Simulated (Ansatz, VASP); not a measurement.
## InSb: VASP beside Ansatz

```
CELL_PARAMETERS angstrom
0.00000 3.31741 3.31741
3.31741 0.00000 3.31741
3.31741 3.31741 0.00000
ATOMIC_POSITIONS crystal
In 0.00000 0.00000 0.00000
Sb 0.25000 0.25000 0.25000
```

Alike in both runs: task relaxation of cell and atoms; functional PBE; k mesh 14 × 14 × 14; occupations gaussian, width 0.1 eV; no spin polarisation.

|  | VASP | Ansatz |
| --- | --- | --- |
| version | VASP 6.6.1 | Ansatz 0.2.0 |
| potentials or method | VASP PAW PBE potentials, release 64 (In_d, Sb), cutoff 600 eV | scalar-relativistic, plane waves, PAW |
| valence electrons in the cell | 18 | 28 |

```csv
,VASP,Ansatz,Ansatz less VASP
"gap on the k mesh at the Fermi level, each at its own relaxed structure (eV)",none,none,-
relaxed volume (Å³/atom),36.51,36.51,0.000
relaxed length of the cell vector where the two differ most in proportion (Å),4.692,4.692,0.0000
```

A gap of «none» marks a metal or a gap that the smearing closes. VASP's potentials hold 18 valence electrons a cell and Ansatz's 28, so a difference there can come from the potentials and not from the codes.

Neither program's run includes spin-orbit coupling. Noted on VASP's run: the relaxation stopped at its first step, so nothing moved.
